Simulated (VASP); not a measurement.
## TiAl: single point with PBEsol

TiAl:

```
Ti Al
1.0
     2.97428    0.00000    0.00000
     0.00000    2.97428    0.00000
     0.00000    0.00000    2.97428
Ti Al
1 1
Direct
  0.00000 0.00000 0.00000
  0.50000 0.50000 0.50000
```

```yaml
Program: VASP 6.6.1
Task: single point
Functional: PBEsol
Potentials_or_basis: VASP PAW PBE potentials, release 64 (Ti_sv, Al)
Cutoff: 520 eV
k_mesh: 8 × 8 × 8
Occupations: fermi-dirac, width 0.05 eV
Spin: no spin polarisation
Dipole_correction: no
Further_INCAR_settings: ALGO = Normal; EDIFF = 1e-06; NBANDS = 14
```

- Pressure: 30.0 GPa

Levels at points of the mesh, in eV from the Fermi level:
```csv
k point,band 4,band 5,band 6,band 7,band 8,band 9,band 10,band 11
"(0.00, 0.00, 0.00)",-32.52,-10.12,-1.97,-1.97,2.28,2.28,2.28,5.52
"(0.50, 0.00, 0.00)",-32.49,-6.19,-5.75,-0.79,0.19,0.19,2.57,3.96
"(0.50, 0.50, 0.00)",-32.45,-5.60,-2.04,-2.04,-1.74,0.79,0.79,3.58
"(0.50, 0.50, 0.50)",-32.77,-3.75,-3.75,-3.75,1.95,3.60,3.60,3.60
```

Wall time 6.8 s on 1 thread of Intel Xeon 6975P-C, with other jobs on the host, peak memory 0.14 GiB.

Caveat: the PAW data sets were made with another functional, which shifts forces and pressure a little.
